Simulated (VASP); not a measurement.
## Ba: single point with r2SCAN

The system is Ba.

```
Ba
1.0
    -2.54220    2.54220    2.54220
     2.54220   -2.54220    2.54220
     2.54220    2.54220   -2.54220
Ba
1
Cartesian
  0.0000 0.0000 0.0000
```

* Program: VASP 6.6.1
* Task: single point
* Functional: r2SCAN
* Potentials or basis: VASP PAW PBE potentials, release 64 (Ba_sv)
* Cutoff: 520 eV
* k mesh: 12 × 12 × 12
* Occupations: fermi-dirac, width 0.15 eV
* Spin: no spin polarisation

- Pressure: 0.0 GPa
- Band gap on the k mesh: zero (band 5 reaches 2.12 eV, above the bottom of band 6 at 1.03 eV)

Levels at points of the mesh, in eV from the Fermi level:
```
           k point  band 1  band 2  band 3  band 4  band 5  band 6  band 7  band 8  band 9  band 10
(0.00, 0.00, 0.00)  -30.00  -14.56  -14.56  -14.56   -2.88    2.07    2.07    2.07    3.37     3.37
(0.50, 0.00, 0.00)  -29.96  -14.97  -14.69  -14.56   -0.87    0.87    1.06    3.40    3.95     5.33
(0.50, 0.50, 0.50)  -29.94  -14.84  -14.84  -14.84   -0.58   -0.58    4.47    4.47    4.47     4.86
```

It took 110 s on 1 thread of Intel(R) Xeon(R) Platinum 8488C (Sapphire Rapids), with other jobs on the host, peak memory 0.24 GiB.

Caveat: the PAW data sets were made with another functional, which shifts forces and pressure a little; spin-orbit coupling is left out, which moves the levels of the heavy elements.
